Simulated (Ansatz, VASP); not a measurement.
**RbCl: VASP beside Ansatz**

```
Rb Cl
1.0
     0.00000    3.27015    3.27015
     3.27015    0.00000    3.27015
     3.27015    3.27015    0.00000
Rb Cl
1 1
Direct
  0.00000 0.00000 0.00000
  0.50000 0.50000 0.50000
```

Alike in both runs: task single point; functional PBEsol; k mesh 6 × 6 × 6; occupations gaussian, width 0.01 eV; no spin polarisation.

|  | VASP | Ansatz |
| --- | --- | --- |
| version | VASP 6.6.1 | Ansatz 0.2.0 |
| potentials or method | VASP PAW PBE potentials, release 64 (Rb_sv, Cl), cutoff 500 eV | scalar-relativistic, plane waves, PAW |
| valence electrons in the cell | 16 | 16 |

```csv
,VASP,Ansatz,Ansatz less VASP
gap on the k mesh at the Fermi level (eV),4.90,4.90,+0.004
least direct gap on the mesh (eV),4.90,4.90,+0.004
pressure (GPa),0.0,0.0,-0.01
```

VASP's potentials were made for PBE, not for PBEsol.
